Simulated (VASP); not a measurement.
Write the native input for VASP 6.6.1 that does the following.

```
Task                   : single point
Functional             : PBE
Potentials or basis    : VASP PAW PBE potentials, release 64 (Ta_pv, H, Br)
Cutoff                 : 520 eV
k mesh                 : 6 × 6 × 2
Occupations            : gaussian, width 0.1 eV
Spin                   : no spin polarisation
Dipole correction      : no
Further INCAR settings : ALGO = Normal; EDIFF = 1e-06; NBANDS = 23
```

The structure of TaH3Br2 lies in POSCAR:

```
TaH3Br2
1.0
    3.4577954500      0.0000000000      0.0000000000
    0.0000000000      3.4577954500      0.0000000000
    0.0000000000      0.0000000000     10.9491566500
Ta H Br
1 3 2
Direct
    0.0000000000      0.0000000000      0.0000000000
    0.5000000000      0.5000000000      0.1787200000
    0.5000000000      0.5000000000      0.5000000000
    0.5000000000      0.5000000000      0.8212800000
    0.0000000000      0.0000000000      0.3334420000
    0.0000000000      0.0000000000      0.6665580000
```

One way to write it, as run:

INCAR

```
PREC = Accurate ; ENCUT = 520
EDIFF = 1E-6 ; ISMEAR = 0
SIGMA = 0.1 ; LREAL = F
LASPH = T ; NELM = 80
ALGO = Normal ; ISIF = 2
LWAVE = F ; LCHARG = F
GGA = PE ; NBANDS = 23
```

KPOINTS

```
regular mesh
0
Gamma
  6 6 2
```

Potentials or basis: VASP PAW PBE potentials, release 64 (Ta_pv, H, Br).

Launch:

```bash
$ cat potpaw_PBE.64/Ta_pv/POTCAR potpaw_PBE.64/H/POTCAR potpaw_PBE.64/Br/POTCAR > POTCAR
$ mpirun -np 1 vasp_std > vasp.out
```

It gave:

```json
{"Pressure": "-13.8 GPa", "Largest force": "1.403 eV/Å", "Band gap on the k mesh": "zero (band 14 reaches -0.03 eV, above the bottom of band 15 at -0.58 eV)"}
```

Caveat: spin-orbit coupling is left out, which moves the levels of the heavy elements; forces of over 1 eV/Å act on the atoms, so gaps and moduli don't describe the material at rest.

It took 93 s on 1 thread of Intel(R) Xeon(R) Platinum 8375C CPU @ 2.90GHz (Ice Lake), with other jobs on the host, peak memory 0.27 GiB.
